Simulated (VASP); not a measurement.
Write the native input for VASP 6.6.1 that does the following.

| Item | Value |
| --- | --- |
| Task | single point |
| Functional | LDA |
| Potentials or basis | VASP PAW LDA potentials, release 64 (Ir) |
| Cutoff | 520 eV |
| k mesh | 22 × 22 × 22 |
| Occupations | gaussian, width 0.15 eV |
| Spin | no spin polarisation |
| Dipole correction | no |
| Further INCAR settings | ALGO = Normal; EDIFF = 1e-06; NBANDS = 10 |

The structure of Ir lies in POSCAR:

```
Ir
1.0
    0.0000000000      1.9697674167      1.6878936994
    1.9697674167      0.0000000000      1.6878936994
    1.9697674167      1.9697674167      0.0000000000
Ir
1
Direct
    0.0000000000      0.0000000000      0.0000000000
```

One way to write it, as run:

INCAR

```
PREC = Accurate
ENCUT = 520
EDIFF = 1E-6
ISMEAR = 0
SIGMA = 0.15
LREAL = F
LASPH = T
NELM = 80
ALGO = Normal
ISIF = 2
LWAVE = F
LCHARG = F
NBANDS = 10
```

KPOINTS

```
Automatic mesh
0
Gamma
  22 22 22
```

Potentials or basis: VASP PAW LDA potentials, release 64 (Ir).

The run is started by

```sh
$ cat potpaw_LDA.64/Ir/POTCAR > POTCAR
$ mpirun -np 1 vasp_std > vasp.out
```

It gave:

```json
{
  "Pressure": "34.2 GPa",
  "Band gap on the k mesh": "zero (an odd number of electrons rules out a gap without spin polarisation)"
}
```

Caveat: the cell stands under pressure; spin-orbit coupling is left out, which moves the levels of the heavy elements.

Wall time 74 s on 1 thread of Intel(R) Xeon(R) Platinum 8488C (Sapphire Rapids), with other jobs on the host, peak memory 0.23 GiB.
